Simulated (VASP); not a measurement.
# CdS (P3m1) in VASP: further runs

Runs on CdS. Level: r2SCAN. Tasks: single point.

All numbers are computed with VASP 6.6.1; they aren't measurements. Logs are shortened: lines on timing, memory, paths and dates and some standing lists are left out, and cuts for length are marked.

**1. The cell of the first run**

It takes space group P3m1 (No. 156, trigonal). The conventional cell has a = 4.174 Å, b = 4.174 Å, c = 5.686 Å, α = 90.00°, β = 90.00°, γ = 120.00°. Cd (site symmetry 3m) has 3 S at 2.41 Å within 3.2 Å. Within 3.2 Å of S (site symmetry 3m) lie 3 Cd at 2.41 Å.

**2. Single point, r2SCAN**

File POSCAR:

```
CdS
1.0
    4.1741829389      0.0000000000      0.0000000000
   -2.0870865715      3.6149470253      0.0000000000
    0.0000000000      0.0000000000      5.6856843046
Cd S
1 1
Direct
    0.0000000000      0.0000000000      0.4426900000
    0.6666666667      0.3333333333      0.4343100000
```

File INCAR.step1:

```
PREC = Accurate
ENCUT = 520
ISMEAR = -1
SIGMA = 0.1
LREAL = False
LASPH = True
NELM = 100
NBANDS = 16
GGA = PE
ALGO = Normal
EDIFF = 1E-4
LWAVE = True
LCHARG = False
```

File INCAR.step2:

```
PREC = Accurate
ENCUT = 520
EDIFF = 1E-6
ISMEAR = -1
SIGMA = 0.1
LREAL = False
LASPH = True
NELM = 100
ALGO = Normal
ISIF = 2
LWAVE = False
LCHARG = False
METAGGA = R2SCAN
LMIXTAU = True
NBANDS = 16
ISTART = 1
```

File KPOINTS:

```
Automatic mesh
0
Gamma
  6 6 4
```

Potentials or basis: VASP PAW PBE potentials, release 64 (Cd, S).

The run is started by

```sh
$ cat potpaw_PBE.64/Cd/POTCAR potpaw_PBE.64/S/POTCAR > POTCAR
$ cp INCAR.step1 INCAR
$ mpirun -np 1 vasp_std > vasp.out
$ cp INCAR.step2 INCAR
$ mpirun -np 1 vasp_std > vasp.out
```

OUTCAR:

```text
PREC = Accurate
   ENCUT = 520
   EDIFF = 1E-6
   ISMEAR = -1
   LREAL = False
   LASPH = True
   NELM = 100
   ISIF = 2
   METAGGA = R2SCAN
   ISTART = 1

 ion  position               nearest neighbor table
   1  0.000  0.000  0.443-   2 2.41   2 2.41   2 2.41
   2  0.667  0.333  0.434-   1 2.41   1 2.41   1 2.41

  LATTYP: Found a hexagonal cell.
 ALAT       =     4.1741829389
 C/A-ratio  =     1.3621071208

  Lattice vectors:

 A1 = (   4.1741829389,   0.0000000000,   0.0000000000)
 A2 = (  -2.0870865715,   3.6149470253,   0.0000000000)
 A3 = (   0.0000000000,   0.0000000000,   5.6856843046)

Analysis of symmetry for initial positions (statically):
=====================================================================
 Subroutine PRICEL returns:
 Original cell was already a primitive cell.

 Routine SETGRP: Setting up the symmetry group for a
 hexagonal supercell.

 Subroutine GETGRP returns: Found  6 space group operations
 (whereof  6 operations were pure point group operations)
 out of a pool of 24 trial point group operations.

The static configuration has the point symmetry C_3v.

Analysis of symmetry for dynamics (positions and initial velocities):
=====================================================================
 Subroutine PRICEL returns:
 Original cell was already a primitive cell.

 Routine SETGRP: Setting up the symmetry group for a
 hexagonal supercell.

 Subroutine GETGRP returns: Found  6 space group operations
 (whereof  6 operations were pure point group operations)
 out of a pool of 24 trial point group operations.

The dynamic configuration has the point symmetry C_3v.

 Subroutine INISYM returns: Found  6 space group operations
 (whereof  6 operations are pure point group operations),
 and found     1 'primitive' translations

----------------------------------------------------------------------------------------

                                     Primitive cell

  volume of cell :      85.7939

  direct lattice vectors                    reciprocal lattice vectors
     4.174182939  0.000000000  0.000000000     0.239567842  0.138314289  0.000000000
    -2.087086571  3.614947025  0.000000000     0.000000000  0.276629227  0.000000000
     0.000000000  0.000000000  5.685684305     0.000000000  0.000000000  0.175880324

  length of vectors
     4.174182939  4.174179243  5.685684305     0.276628982  0.276629227  0.175880324

  position of ions in fractional coordinates (direct lattice)
     0.000000000  0.000000000  0.442690000
     0.666666667  0.333333333  0.434310000

  ion indices of the primitive-cell ions
   primitive index   ion index
                 1           1
                 2           2

----------------------------------------------------------------------------------------

 KPOINTS: Automatic mesh

Automatic generation of k-mesh.
 Grid dimensions read from file:
 generate k-points for:    6    6    4

 Generating k-lattice:

  Cartesian coordinates                     Fractional coordinates (reciprocal lattice)
     0.039927974  0.023052381  0.000000000     0.166666667 -0.000000000  0.000000000
     0.000000000  0.046104871  0.000000000     0.000000000  0.166666667  0.000000000
     0.000000000  0.000000000  0.043970081     0.000000000  0.000000000  0.250000000

  Length of vectors
     0.046104830  0.046104871  0.043970081

  Shift w.r.t. Gamma in fractional coordinates (k-lattice)
     0.000000000  0.000000000  0.000000000

 Subroutine IBZKPT returns following result:
 ===========================================

 Found     24 irreducible k-points:

 Following reciprocal coordinates:
            Coordinates               Weight
  0.000000  0.000000  0.000000      1.000000
  0.166667  0.000000  0.000000      6.000000
  0.333333  0.000000  0.000000      6.000000
  0.500000 -0.000000  0.000000      3.000000
  0.166667  0.166667  0.000000      6.000000
  0.333333  0.166667  0.000000     12.000000
[... 16 lines left out ...]
  0.333333  0.166667  0.500000     12.000000
  0.333333  0.333333  0.500000      2.000000
   k-points           NKPTS =     24   k-points in BZ     NKDIM =     24   number of bands    NBANDS=     16
   number of dos      NEDOS =    301   number of ions     NIONS =      2
   total plane-waves  NPLWV =  43008
   dimension x,y,z NGX =    32 NGY =   32 NGZ =   42
   dimension x,y,z NGXF=    64 NGYF=   64 NGZF=   84
   ions per type =               1   1
   NGX,Y,Z   is equivalent  to a cutoff of  12.74, 12.74, 12.28 a.u.
   NGXF,Y,Z  is equivalent  to a cutoff of  25.49, 25.49, 24.56 a.u.
 SYSTEM =  unknown system
   PREC   = accura    normal or accurate (medium, high low for compatibility)
   ISTART =      1    job   : 0-new  1-cont  2-samecut
   ICHARG =      0    charge: 1-file 2-atom 10-const
   ISPIN  =      1    spin polarized calculation?
   LNONCOLLINEAR =      F non collinear calculations
   LSORBIT =      F    spin-orbit coupling
   LASPH  =      T    aspherical Exc in radial PAW
   ENCUT  =  520.0 eV  38.22 Ry    6.18 a.u.   7.76  7.76 10.57*2*pi/ulx,y,z
   NELM   =    100;   NELMIN=  2; NELMDL=  0     # of ELM steps
   EDIFF  = 0.1E-05   stopping-criterion for ELM
   LREAL  =      F    real-space projection
   EDIFFG = 0.1E-04   stopping-criterion for IOM
   NSW    =      0    number of steps for IOM
   IBRION =     -1    ionic relax: 0-MD 1-quasi-New 2-CG
   NFREE  =      0    steps in history (QN), initial steepest desc. (CG)
   ISIF   =      2    stress and relaxation
   ISYM   =      2    0-nonsym 1-usesym 2-fastsym
   POTIM  = 0.5000    time-step for ionic-motion
   TEBEG  =    0.0;   TEEND  =   0.0 temperature during run
   PSTRESS=    0.0 pullay stress
   NELECT =      18.0000    total number of electrons
   NUPDOWN=      -1.0000    fix difference up-down
   EMIN   =  10.00;   EMAX   =-10.00  energy-range for DOS
   EFERMI =   0.00;   METHOD = LEGACY
   ISMEAR =    -1;   SIGMA  =   0.10  broadening in eV -4-tet -1-fermi 0-gaus
   EFERMI_NEDOS =   21; number of points for ismear=-14 and -15
   IALGO  =     38    algorithm
   IMIX   =      4    mixing-type and parameters
     AMIX     =   0.40;   BMIX     =  1.00
     AMIX_MAG =   1.60;   BMIX_MAG =  1.00
  volume/ion in A,a.u.               =      42.90       289.48
  Fermi-wavevector in a.u.,A,eV,Ry     =   0.972778  1.838283 12.875145  0.946296
  Thomas-Fermi vector in A             =   2.103104
   LORBIT       =      0    0 simple, 1 ext, 2 COOP (PROOUT), +10 PAW based schemes
   METAGGA = R2SCAN    functional components
   LHFCALC =     F    Hartree Fock is set to
   AEXX    =    0.0000 exact exchange contribution
   IVDW    =     0    specifies the selected vdW correction
   LEPSILON=     F    determine dielectric tensor
   LRPA    =     F    only Hartree local field effects (RPA)
 non-spin polarized calculation
  energy-cutoff  :      520.00
  volume of cell :       85.79
 maximum number of plane-waves:      2346
 NGX is ok and might be reduce to    32
   NGX = 15   NGY = 15   NGZ = 21

 number of electron      17.9999996 magnetization

 Free energy of the ion-electron system (eV)
  ---------------------------------------------------
  ext. energy  EPLUGINS =         0.00000000
  ---------------------------------------------------
  free energy    TOTEN  =       -29.01485971 eV

  energy without entropy =      -29.01485466  energy(sigma->0) =      -29.01485719

 E-fermi :  -0.8830     XC(G=0):  -6.7001

 val. band max:       -1.9821844894   @ k =   0.0000   0.0000   0.5000
 cond. band min:       0.0170946911   @ k =   0.0000   0.0000   0.0000
 fundamental gap:      1.9992791805
 Fermi energy:        -0.8830364695

 k-point     1 :       0.0000    0.0000    0.0000
  band No.  band energies     occupation
      1     -14.4627      2.00000
      2     -10.1104      2.00000
      3     -10.1103      2.00000
      4      -9.4671      2.00000
      5      -9.4671      2.00000
      6      -9.2385      2.00000
[... 8 lines left out ...]
     15       9.6382      0.00000
     16      10.3372      0.00000

 k-point     2 :       0.1667    0.0000    0.0000
  band No.  band energies     occupation
      1     -14.3672      2.00000
      2     -10.0608      2.00000
      3     -10.0245      2.00000
      4      -9.5044      2.00000
      5      -9.4721      2.00000
      6      -9.2053      2.00000
[... 8 lines left out ...]
     15      10.0578      0.00000
     16      10.3339      0.00000

 k-point     3 :       0.3333    0.0000    0.0000
  band No.  band energies     occupation
      1     -14.1743      2.00000
      2      -9.8873      2.00000
      3      -9.8387      2.00000
      4      -9.5751      2.00000
      5      -9.4821      2.00000
      6      -9.1130      2.00000
[... 8 lines left out ...]
     15       8.6660      0.00000
     16       9.2910      0.00000

 k-point     4 :       0.5000   -0.0000    0.0000
  band No.  band energies     occupation
      1     -14.0777      2.00000
      2      -9.7528      2.00000
      3      -9.7374      2.00000
      4      -9.6084      2.00000
      5      -9.4869      2.00000
      6      -9.0235      2.00000
[... 8 lines left out ...]
     15       9.0719      0.00000
     16       9.4396      0.00000
[... 324 lines left out ...]
 k-point    22 :       0.1667    0.1667    0.5000
  band No.  band energies     occupation
      1     -14.2189      2.00000
      2      -9.9802      2.00000
      3      -9.8545      2.00000
      4      -9.5557      2.00000
      5      -9.4851      2.00000
      6      -9.1260      2.00000
[... 8 lines left out ...]
     15       7.9122      0.00000
     16       8.7051      0.00000

 k-point    23 :       0.3333    0.1667    0.5000
  band No.  band energies     occupation
      1     -14.0747      2.00000
      2      -9.8393      2.00000
      3      -9.7029      2.00000
      4      -9.5999      2.00000
      5      -9.5001      2.00000
      6      -8.9630      2.00000
[... 8 lines left out ...]
     15       9.0851      0.00000
     16       9.4542      0.00000

 k-point    24 :       0.3333    0.3333    0.5000
  band No.  band energies     occupation
      1     -14.0270      2.00000
      2      -9.7933      2.00000
      3      -9.6991      2.00000
      4      -9.6018      2.00000
      5      -9.5180      2.00000
      6      -8.8019      2.00000
[... 8 lines left out ...]
     15       8.0590      0.00000
     16       9.4854      0.00000

------------------------ aborting loop because EDIFF is reached ----------------------------------------

  FORCE on cell =-STRESS in cart. coord.  units (eV):
  Direction    XX          YY          ZZ          XY          YZ          ZX
  --------------------------------------------------------------------------------------
  -------------------------------------------------------------------------------------
  Total        1.0899885      1.0899876     -0.0559470      0.0000015      0.0000000     -0.0000000
  in kB       20.3552444     20.3552282     -1.0447956      0.0000276      0.0000000     -0.0000000
  external PRESSURE =      13.2218923 kB  Pullay stress =       0.0000000 kB

 VOLUME and BASIS-vectors are now :
 -----------------------------------------------------------------------------
  energy-cutoff  :      520.00
  volume of cell :       85.79
      direct lattice vectors                 reciprocal lattice vectors
     4.174182939  0.000000000  0.000000000     0.239567842  0.138314289  0.000000000
    -2.087086571  3.614947025  0.000000000     0.000000000  0.276629227  0.000000000
     0.000000000  0.000000000  5.685684305     0.000000000  0.000000000  0.175880324

 POSITION                                       TOTAL-FORCE (eV/Angst)
 -----------------------------------------------------------------------------------
      0.00000      0.00000      2.51700         0.000000     -0.000000      0.006103
      2.08709      1.20498      2.46935         0.000000      0.000000     -0.006103
 -----------------------------------------------------------------------------------
    total drift:                                0.000061      0.000010      0.001282

  FREE ENERGIE OF THE ION-ELECTRON SYSTEM (eV)
  ---------------------------------------------------
  free  energy   TOTEN  =       -29.0148597117 eV

  energy  without entropy=      -29.0148546589  energy(sigma->0) =      -29.01485719
```

It took 46 s on 1 thread of Intel Xeon 6975P-C (Granite Rapids), shared host; peak memory 0.21 GiB.

Results:

```yaml
Free_energy: -29.0149 eV
Pressure: 1.3 GPa
Largest_force: 0.006 eV/Å
Band_gap_on_the_k_mesh: 2.00 eV, indirect (least direct gap 2.00 eV)
```

Forces in eV/Å, atoms in the order of the input:
```
Cd   0.000  0.000  0.006
S    0.000  0.000 -0.006
```

Levels at points of the mesh, in eV from the valence-band top:
| k point | band 5 | band 6 | band 7 | band 8 | band 9 | band 10 | band 11 | band 12 | band 13 | band 14 |
| --- | --- | --- | --- | --- | --- | --- | --- | --- | --- | --- |
| (0.00, 0.00, 0.00) | -7.48 | -7.26 | -1.40 | -0.01 | -0.01 | 2.00 | 5.82 | 7.44 | 7.44 | 7.68 |
| (0.50, 0.00, 0.00) | -7.50 | -7.04 | -3.90 | -1.51 | -0.38 | 4.19 | 5.50 | 7.10 | 7.76 | 10.77 |
| (0.00, 0.00, 0.50) | -7.49 | -7.24 | -1.64 | 0.00 | 0.00 | 2.41 | 5.32 | 7.50 | 7.50 | 9.78 |
| (0.50, 0.00, 0.50) | -7.51 | -7.04 | -3.86 | -1.51 | -0.51 | 4.37 | 4.47 | 8.09 | 8.78 | 10.51 |

Caveat: the PAW data sets were made with another functional, which shifts forces and pressure a little.

**3. Single point, r2SCAN**

This run uses another cell than the first one, of 43.81 Å³/atom, 1.021 times its volume.

File POSCAR:

```
CdS
1.0
    4.2035795619      0.0000000000      0.0000000000
   -2.1017848485      3.6404052375      0.0000000000
    0.0000000000      0.0000000000      5.7257256542
Cd S
1 1
Direct
    0.0000000000      0.0000000000      0.4426900000
    0.6666666667      0.3333333333      0.4343100000
```

File INCAR.step1:

```
ALGO     = Normal         # electronic algorithm
EDIFF    = 1E-4           # SCF threshold, eV
ENCUT    = 520            # plane-wave cutoff, eV
GGA      = PE             # functional
ISMEAR   = -1             # smearing method
LASPH    = True           # aspherical terms in the spheres
LCHARG   = False          # write CHGCAR
LREAL    = False          # projectors in reciprocal space
LWAVE    = True           # write WAVECAR
NBANDS   = 16             # bands
NELM     = 60             # most SCF steps
PREC     = Accurate       # precision mode
SIGMA    = 0.1            # smearing width, eV
```

File INCAR.step2:

```
ALGO     = Normal         # electronic algorithm
EDIFF    = 1E-6           # SCF threshold, eV
ENCUT    = 520            # plane-wave cutoff, eV
ISIF     = 2              # what is computed and relaxed
ISMEAR   = -1             # smearing method
ISTART   = 1            
LASPH    = True           # aspherical terms in the spheres
LCHARG   = False          # write CHGCAR
LMIXTAU  = True         
LREAL    = False          # projectors in reciprocal space
LWAVE    = False          # write WAVECAR
METAGGA  = R2SCAN         # meta-GGA
NBANDS   = 16             # bands
NELM     = 60             # most SCF steps
PREC     = Accurate       # precision mode
SIGMA    = 0.1            # smearing width, eV
```

File KPOINTS:

```
k-points
0
Gamma
  6 6 4
```

Potentials or basis: VASP PAW PBE potentials, release 64 (Cd, S).

The run is started by

```sh
$ cat potpaw_PBE.64/Cd/POTCAR potpaw_PBE.64/S/POTCAR > POTCAR
$ cp INCAR.step1 INCAR
$ mpirun -np 1 vasp_std > vasp.out
$ cp INCAR.step2 INCAR
$ mpirun -np 1 vasp_std > vasp.out
```

OUTCAR:

```text
EDIFF = 1E-6
   ENCUT = 520
   ISIF = 2
   ISMEAR = -1
   ISTART = 1
   LASPH = True
   LREAL = False
   METAGGA = R2SCAN
   NELM = 60
   PREC = Accurate

 ion  position               nearest neighbor table
   1  0.000  0.000  0.443-   2 2.43   2 2.43   2 2.43
   2  0.667  0.333  0.434-   1 2.43   1 2.43   1 2.43

  LATTYP: Found a hexagonal cell.
 ALAT       =     4.2035795619
 C/A-ratio  =     1.3621071208

  Lattice vectors:

[... 639 lines left out ...]

------------------------ aborting loop because EDIFF is reached ----------------------------------------

  FORCE on cell =-STRESS in cart. coord.  units (eV):
  Direction    XX          YY          ZZ          XY          YZ          ZX
  --------------------------------------------------------------------------------------
  -------------------------------------------------------------------------------------
  Total        0.5034297      0.5034293     -0.0521385      0.0000007      0.0000000      0.0000000
  in kB        9.2055522      9.2055449     -0.9533872      0.0000125      0.0000000      0.0000000
  external PRESSURE =       5.8192366 kB  Pullay stress =       0.0000000 kB

 VOLUME and BASIS-vectors are now :
 -----------------------------------------------------------------------------
  energy-cutoff  :      520.00
  volume of cell :       87.62
      direct lattice vectors                 reciprocal lattice vectors
     4.203579562  0.000000000  0.000000000     0.237892488  0.137347024  0.000000000
    -2.101784848  3.640405238  0.000000000     0.000000000  0.274694693  0.000000000
     0.000000000  0.000000000  5.725725654     0.000000000  0.000000000  0.174650352

 POSITION                                       TOTAL-FORCE (eV/Angst)
 -----------------------------------------------------------------------------------
      0.00000      0.00000      2.53472         0.000000      0.000000     -0.001216
      2.10179      1.21347      2.48674        -0.000000      0.000000      0.001216
 -----------------------------------------------------------------------------------
    total drift:                                0.000059      0.000010     -0.000017

  FREE ENERGIE OF THE ION-ELECTRON SYSTEM (eV)
  ---------------------------------------------------
  free  energy   TOTEN  =       -29.0257692727 eV

  energy  without entropy=      -29.0257629853  energy(sigma->0) =      -29.02576613
```

OSZICAR.step1:

```text
N       E                     dE             d eps       ncg     rms          rms(c)
DAV:   1     0.108819731072E+03    0.10882E+03   -0.80134E+03   768   0.944E+02
DAV:   2    -0.882391054120E+00   -0.10970E+03   -0.10416E+03   968   0.237E+02
DAV:   3    -0.635568929472E+01   -0.54733E+01   -0.54571E+01   936   0.544E+01
DAV:   4    -0.640953376042E+01   -0.53844E-01   -0.53834E-01   992   0.513E+00
DAV:   5    -0.641062177104E+01   -0.10880E-02   -0.10880E-02   984   0.694E-01    0.817E+00
DAV:   6    -0.567016922047E+01    0.74045E+00   -0.13001E+00  1128   0.129E+01    0.635E+00
DAV:   7    -0.563487790110E+01    0.35291E-01   -0.32308E-01   928   0.366E+00    0.299E+00
DAV:   8    -0.563391263534E+01    0.96527E-03   -0.33722E-02   928   0.223E+00    0.335E-01
DAV:   9    -0.563353408827E+01    0.37855E-03   -0.41532E-03   920   0.858E-01    0.115E-01
DAV:  10    -0.563389339845E+01   -0.35931E-03   -0.44073E-04   864   0.166E-01    0.104E-01
DAV:  11    -0.563413735744E+01   -0.24396E-03   -0.34791E-04   808   0.138E-01    0.511E-02
DAV:  12    -0.563412084474E+01    0.16513E-04   -0.48680E-05   744   0.882E-02
   1 F= -.56341208E+01 E0= -.56340964E+01  d E =-.489095E-04
```

Run time: 51 s. Hardware: 1 thread of Intel Xeon 6975P-C (Granite Rapids), shared host; peak memory 0.23 GiB.

Results:

- Free energy: -29.0258 eV
- Pressure: 0.6 GPa
- Band gap on the k mesh: 1.97 eV, indirect (the least direct gap lies 4.8 meV higher)

Stress tensor (GPa, compression positive):
```
 0.92  0.00  0.00
 0.00  0.92  0.00
 0.00  0.00 -0.10
```

Caveat: the PAW data sets were made with another functional, which shifts forces and pressure a little.

(Continued in part 2 of 2.)
